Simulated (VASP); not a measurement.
# GaSb (I-4m2) in VASP: further runs

The runs below take GaSb through single point, with PBE, r2SCAN.

Program: VASP 6.6.1. These are calculated values, not measurements. Logs are shortened: lines on timing, memory, paths and dates and some standing lists are left out, and cuts for length are marked.

### Step 1. The cell of the first run

The structure is tetragonal, space group I-4m2 (No. 119). The conventional cell has a = 4.336 Å, b = 4.336 Å, c = 5.886 Å, α = 90.00°, β = 90.00°, γ = 90.00°. Within 3.5 Å of Ga (site symmetry -4m2) lie 4 Sb at 2.62 Å. Sb (site symmetry -4m2) has 4 Ga at 2.62 Å within 3.5 Å.

### Step 2. Single point, PBE (uniaxial z strain -4.0%)

File INCAR:

```
ALGO     = Normal         # electronic algorithm
EDIFF    = 1E-7           # SCF threshold, eV
ENCUT    = 520            # plane-wave cutoff, eV
GGA      = PE             # functional
ISIF     = 2              # what is computed and relaxed
ISMEAR   = -1             # smearing method
LASPH    = T              # aspherical terms in the spheres
LCHARG   = F              # write CHGCAR
LREAL    = F              # projectors in reciprocal space
LWAVE    = F              # write WAVECAR
NBANDS   = 16             # bands
NELM     = 60             # most SCF steps
PREC     = Accurate       # precision mode
SIGMA    = 0.02           # smearing width, eV
```

File KPOINTS:

```
k-points
0
Gamma
  8 8 8
```

File POSCAR:

```
GaSb
1.0
    0.0000000000      3.0658787979      2.9432436460
    3.0658787979      0.0000000000      2.9432436460
    3.0658787979      3.0658787979      0.0000000000
Ga Sb
1 1
Direct
    0.0000000000      0.0000000000      0.0000000000
    0.2500000000      0.2500000000      0.2500000000
```

Potentials or basis: VASP PAW PBE potentials, release 64 (Ga_d, Sb).

On the command line:

```
$ cat potpaw_PBE.64/Ga_d/POTCAR potpaw_PBE.64/Sb/POTCAR > POTCAR
$ mpirun -np 1 vasp_std > vasp.out
```

OUTCAR:

```text
EDIFF = 1E-7
   ENCUT = 520
   GGA = PE
   ISIF = 2
   ISMEAR = -1
   LASPH = T
   LREAL = F
   NELM = 60
   PREC = Accurate

 ion  position               nearest neighbor table
   1  0.000  0.000  0.000-   2 2.62   2 2.62   2 2.62   2 2.62
   2  0.250  0.250  0.250-   1 2.62   1 2.62   1 2.62   1 2.62

  LATTYP: Found a body centered tetragonal cell.
 ALAT       =     4.3358073766
 C/A-ratio  =     1.3576450199

  Lattice vectors:

 A1 = (   0.0000000000,  -3.0658787979,  -2.9432436460)
 A2 = (   0.0000000000,   3.0658787979,  -2.9432436460)
 A3 = (   3.0658787979,   0.0000000000,   2.9432436460)

Analysis of symmetry for initial positions (statically):
=====================================================================
 Subroutine PRICEL returns:
 Original cell was already a primitive cell.

 Routine SETGRP: Setting up the symmetry group for a
 body centered tetragonal supercell.

 Subroutine GETGRP returns: Found  8 space group operations
 (whereof  8 operations were pure point group operations)
 out of a pool of 16 trial point group operations.

The static configuration has the point symmetry D_2d.

Analysis of symmetry for dynamics (positions and initial velocities):
=====================================================================
 Subroutine PRICEL returns:
 Original cell was already a primitive cell.

 Routine SETGRP: Setting up the symmetry group for a
 body centered tetragonal supercell.

 Subroutine GETGRP returns: Found  8 space group operations
 (whereof  8 operations were pure point group operations)
 out of a pool of 16 trial point group operations.

The dynamic configuration has the point symmetry D_2d.

 Subroutine INISYM returns: Found  8 space group operations
 (whereof  8 operations are pure point group operations),
 and found     1 'primitive' translations

----------------------------------------------------------------------------------------

                                     Primitive cell

  volume of cell :      55.3307

  direct lattice vectors                    reciprocal lattice vectors
     0.000000000  3.065878798  2.943243646    -0.163085377  0.163085377  0.169880601
     3.065878798  0.000000000  2.943243646     0.163085377 -0.163085377  0.169880601
     3.065878798  3.065878798  0.000000000     0.163085377  0.163085377 -0.169880601

  length of vectors
     4.249975996  4.249975996  4.335807377     0.286449121  0.286449121  0.286449121

  position of ions in fractional coordinates (direct lattice)
     0.000000000  0.000000000  0.000000000
     0.250000000  0.250000000  0.250000000

  ion indices of the primitive-cell ions
   primitive index   ion index
                 1           1
                 2           2

----------------------------------------------------------------------------------------

 KPOINTS: k-points

Automatic generation of k-mesh.
 Grid dimensions read from file:
 generate k-points for:    8    8    8

 Generating k-lattice:

  Cartesian coordinates                     Fractional coordinates (reciprocal lattice)
    -0.020385672  0.020385672  0.021235075     0.125000000  0.000000000  0.000000000
     0.020385672 -0.020385672  0.021235075     0.000000000  0.125000000  0.000000000
     0.020385672  0.020385672 -0.021235075     0.000000000  0.000000000  0.125000000

  Length of vectors
     0.035806140  0.035806140  0.035806140

  Shift w.r.t. Gamma in fractional coordinates (k-lattice)
     0.000000000  0.000000000  0.000000000

 Subroutine IBZKPT returns following result:
 ===========================================

 Found     59 irreducible k-points:

 Following reciprocal coordinates:
            Coordinates               Weight
  0.000000  0.000000  0.000000      1.000000
  0.125000  0.000000  0.000000      8.000000
  0.250000  0.000000  0.000000      8.000000
  0.375000  0.000000  0.000000      8.000000
  0.500000  0.000000  0.000000      4.000000
  0.125000  0.125000  0.000000      2.000000
[... 16 lines left out ...]
  0.250000  0.000000  0.125000     16.000000
  0.375000  0.000000  0.125000     16.000000
 [... further k-points ...]
   k-points           NKPTS =     59   k-points in BZ     NKDIM =     59   number of bands    NBANDS=     16
   number of dos      NEDOS =    301   number of ions     NIONS =      2
   total plane-waves  NPLWV =  32768
   dimension x,y,z NGX =    32 NGY =   32 NGZ =   32
   dimension x,y,z NGXF=    64 NGYF=   64 NGZF=   64
   ions per type =               1   1
   NGX,Y,Z   is equivalent  to a cutoff of  12.52, 12.52, 12.27 a.u.
   NGXF,Y,Z  is equivalent  to a cutoff of  25.03, 25.03, 24.54 a.u.
 SYSTEM =  unknown system
   PREC   = accura    normal or accurate (medium, high low for compatibility)
   ISTART =      0    job   : 0-new  1-cont  2-samecut
   ICHARG =      2    charge: 1-file 2-atom 10-const
   ISPIN  =      1    spin polarized calculation?
   LNONCOLLINEAR =      F non collinear calculations
   LSORBIT =      F    spin-orbit coupling
   LASPH  =      T    aspherical Exc in radial PAW
   ENCUT  =  520.0 eV  38.22 Ry    6.18 a.u.   7.90  7.90  8.06*2*pi/ulx,y,z
   NELM   =     60;   NELMIN=  2; NELMDL= -5     # of ELM steps
   EDIFF  = 0.1E-06   stopping-criterion for ELM
   LREAL  =      F    real-space projection
   EDIFFG = 0.1E-05   stopping-criterion for IOM
   NSW    =      0    number of steps for IOM
   IBRION =     -1    ionic relax: 0-MD 1-quasi-New 2-CG
   NFREE  =      0    steps in history (QN), initial steepest desc. (CG)
   ISIF   =      2    stress and relaxation
   ISYM   =      2    0-nonsym 1-usesym 2-fastsym
   POTIM  = 0.5000    time-step for ionic-motion
   TEBEG  =    0.0;   TEEND  =   0.0 temperature during run
   PSTRESS=    0.0 pullay stress
   NELECT =      18.0000    total number of electrons
   NUPDOWN=      -1.0000    fix difference up-down
   EMIN   =  10.00;   EMAX   =-10.00  energy-range for DOS
   EFERMI =   0.00;   METHOD = LEGACY
   ISMEAR =    -1;   SIGMA  =   0.02  broadening in eV -4-tet -1-fermi 0-gaus
   EFERMI_NEDOS =   21; number of points for ismear=-14 and -15
   IALGO  =     38    algorithm
   IMIX   =      4    mixing-type and parameters
     AMIX     =   0.40;   BMIX     =  1.00
     AMIX_MAG =   1.60;   BMIX_MAG =  1.00
  volume/ion in A,a.u.               =      27.67       186.69
  Fermi-wavevector in a.u.,A,eV,Ry     =   1.125927  2.127694 17.248267  1.267712
  Thomas-Fermi vector in A             =   2.262607
   LORBIT       =      0    0 simple, 1 ext, 2 COOP (PROOUT), +10 PAW based schemes
   GGA     = PE    functional components
   LHFCALC =     F    Hartree Fock is set to
   AEXX    =    0.0000 exact exchange contribution
   IVDW    =     0    specifies the selected vdW correction
   LEPSILON=     F    determine dielectric tensor
   LRPA    =     F    only Hartree local field effects (RPA)
 non-spin polarized calculation
  energy-cutoff  :      520.00
  volume of cell :       55.33
 maximum number of plane-waves:      1507
   NGX = 15   NGY = 15   NGZ = 17

 number of electron      17.9999993 magnetization

 Free energy of the ion-electron system (eV)
  ---------------------------------------------------
  ext. energy  EPLUGINS =         0.00000000
  ---------------------------------------------------
  free energy    TOTEN  =        -7.29760989 eV

  energy without entropy =       -7.29757879  energy(sigma->0) =       -7.29759434

 E-fermi :   5.4381     XC(G=0):  -9.2401

 val. band max:        5.3792524045   @ k =   0.0000   0.0000   0.0000
 cond. band min:       5.4969276073   @ k =   0.0000   0.0000   0.0000
 fundamental gap:      0.1176752028
 Fermi energy:         5.4380850088

 k-point     1 :       0.0000    0.0000    0.0000
  band No.  band energies     occupation
      1      -9.8832      2.00000
      2      -9.8832      2.00000
      3      -9.8778      2.00000
      4      -9.8290      2.00000
      5      -9.8243      2.00000
      6      -6.4891      2.00000
[... 8 lines left out ...]
     15      13.5433      0.00000
     16      14.1661      0.00000

 k-point     2 :       0.1250    0.0000    0.0000
  band No.  band energies     occupation
      1      -9.8868      2.00000
      2      -9.8811      2.00000
      3      -9.8771      2.00000
      4      -9.8293      2.00000
      5      -9.8244      2.00000
      6      -6.3222      2.00000
[... 8 lines left out ...]
     15      12.8212      0.00000
     16      13.2080      0.00000

 k-point     3 :       0.2500    0.0000    0.0000
  band No.  band energies     occupation
      1      -9.8977      2.00000
      2      -9.8765      2.00000
      3      -9.8730      2.00000
      4      -9.8299      2.00000
      5      -9.8243      2.00000
      6      -5.8457      2.00000
[... 8 lines left out ...]
     15      12.7684      0.00000
     16      13.0084      0.00000

 k-point     4 :       0.3750    0.0000    0.0000
  band No.  band energies     occupation
      1      -9.9087      2.00000
      2      -9.8725      2.00000
      3      -9.8692      2.00000
      4      -9.8298      2.00000
      5      -9.8235      2.00000
      6      -5.1791      2.00000
[... 8 lines left out ...]
     15      13.8301      0.00000
     16      13.9227      0.00000
[... 324 lines left out ...]
 k-point    22 :       0.1250    0.0000    0.1250
  band No.  band energies     occupation
      1      -9.8914      2.00000
      2      -9.8789      2.00000
      3      -9.8743      2.00000
      4      -9.8291      2.00000
      5      -9.8249      2.00000
      6      -6.2710      2.00000
[... 8 lines left out ...]
     15      12.1526      0.00000
     16      14.1498      0.00000

 k-point    23 :       0.2500    0.0000    0.1250
  band No.  band energies     occupation
      1      -9.9002      2.00000
      2      -9.8745      2.00000
      3      -9.8707      2.00000
      4      -9.8298      2.00000
      5      -9.8252      2.00000
      6      -5.8986      2.00000
[... 8 lines left out ...]
     15      13.3025      0.00000
     16      13.9092      0.00000

 k-point    24 :       0.3750    0.0000    0.1250
  band No.  band energies     occupation
      1      -9.9095      2.00000
      2      -9.8709      2.00000
      3      -9.8671      2.00000
      4      -9.8301      2.00000
      5      -9.8248      2.00000
      6      -5.2780      2.00000
[... 8 lines left out ...]
     15      13.7743      0.00000
     16      14.5398      0.00000

 [... further k-points ...]
[... 5 lines left out ...]
  --------------------------------------------------------------------------------------
  -------------------------------------------------------------------------------------
  Total        1.3379122      1.3379122      1.8984703      0.0000000      0.0000000      0.0000000
  in kB       38.7411076     38.7411076     54.9728442      0.0000000      0.0000000      0.0000000
  external PRESSURE =      44.1516865 kB  Pullay stress =       0.0000000 kB

 VOLUME and BASIS-vectors are now :
 -----------------------------------------------------------------------------
  energy-cutoff  :      520.00
  volume of cell :       55.33
      direct lattice vectors                 reciprocal lattice vectors
     0.000000000  3.065878798  2.943243646    -0.163085377  0.163085377  0.169880601
     3.065878798  0.000000000  2.943243646     0.163085377 -0.163085377  0.169880601
     3.065878798  3.065878798  0.000000000     0.163085377  0.163085377 -0.169880601

 POSITION                                       TOTAL-FORCE (eV/Angst)
 -----------------------------------------------------------------------------------
      0.00000      0.00000      0.00000        -0.000000     -0.000000     -0.000000
      1.53294      1.53294      1.47162         0.000000      0.000000      0.000000
 -----------------------------------------------------------------------------------
    total drift:                                0.000003      0.000003      0.000001

  FREE ENERGIE OF THE ION-ELECTRON SYSTEM (eV)
  ---------------------------------------------------
  free  energy   TOTEN  =        -7.2976098893 eV

  energy  without entropy=       -7.2975787886  energy(sigma->0) =       -7.29759434
```

It took 22 s on 1 thread of Intel Xeon Platinum 8488C (Sapphire Rapids), shared host; peak memory 0.2 GiB.

What came out:

```yaml
Free_energy: -7.2976 eV
Pressure: 4.4 GPa
Band_gap_on_the_k_mesh: 0.12 eV, direct
```

Levels at points of the mesh, in eV from the valence-band top:
```csv
k point,band 7,band 8,band 9,band 10,band 11,band 12
"(0.00, 0.00, 0.00)",-0.23,-0.23,0.00,0.12,2.54,2.66
"(0.50, 0.00, 0.00)",-6.69,-1.52,-1.21,0.30,3.48,3.74
"(0.50, 0.50, 0.00)",-6.99,-3.01,-3.01,0.50,0.87,8.77
"(0.50, 0.00, 0.50)",-7.19,-2.78,-2.74,0.82,1.12,8.64
```

Caveat: the cell differs from its parent crystal (uniaxial z strain -4.0%); spin-orbit coupling is left out, which moves the levels of the heavy elements. A k mesh can miss the band edges.

### Step 3. Single point, PBE (uniaxial z strain -3.0%)

File INCAR:

```
PREC = Accurate ; ENCUT = 520
EDIFF = 1E-6 ; ISMEAR = -1
SIGMA = 0.02 ; LREAL = False
LASPH = True ; NELM = 80
ALGO = Normal ; ISIF = 2
LWAVE = False ; LCHARG = False
GGA = PE ; NBANDS = 16
```

File KPOINTS:

```
Automatic mesh
0
Gamma
  8 8 8
```

File POSCAR:

```
GaSb
1.0
    0.0000000000      3.0658787979      2.9739024340
    3.0658787979      0.0000000000      2.9739024340
    3.0658787979      3.0658787979      0.0000000000
Ga Sb
1 1
Direct
    0.0000000000      0.0000000000      0.0000000000
    0.2500000000      0.2500000000      0.2500000000
```

Potentials or basis: VASP PAW PBE potentials, release 64 (Ga_d, Sb).

On the command line:

```
$ cat potpaw_PBE.64/Ga_d/POTCAR potpaw_PBE.64/Sb/POTCAR > POTCAR
$ mpirun -np 1 vasp_std > vasp.out
```

It took 21 s on 1 thread of Intel Xeon Platinum 8488C (Sapphire Rapids), shared host; peak memory 0.21 GiB.

Results (log left out):

```yaml
Free_energy: -7.3158 eV
Pressure: 3.8 GPa
Band_gap_on_the_k_mesh: 0.09 eV, direct
```

Stress tensor (GPa, compression positive):
```
3.35 0.00 0.00
0.00 3.35 0.00
0.00 0.00 4.58
```

Levels at points of the mesh, in eV from the valence-band top:
```csv
k point,band 5,band 6,band 7,band 8,band 9,band 10,band 11,band 12,band 13,band 14
"(0.00, 0.00, 0.00)",-15.15,-11.76,-0.17,-0.17,0.00,0.09,2.60,2.69,2.69,5.72
"(0.50, 0.00, 0.00)",-15.14,-10.07,-6.60,-1.42,-1.19,0.32,3.55,3.73,6.34,9.31
"(0.50, 0.50, 0.00)",-15.14,-9.13,-6.94,-2.89,-2.89,0.61,0.97,8.73,8.73,10.20
"(0.50, 0.00, 0.50)",-15.14,-9.24,-7.09,-2.72,-2.69,0.84,1.16,8.66,8.67,10.06
```

Caveat: the cell differs from its parent crystal (uniaxial z strain -3.0%); spin-orbit coupling is left out, which moves the levels of the heavy elements. A k mesh can miss the band edges.

[end of part 1 of 2]
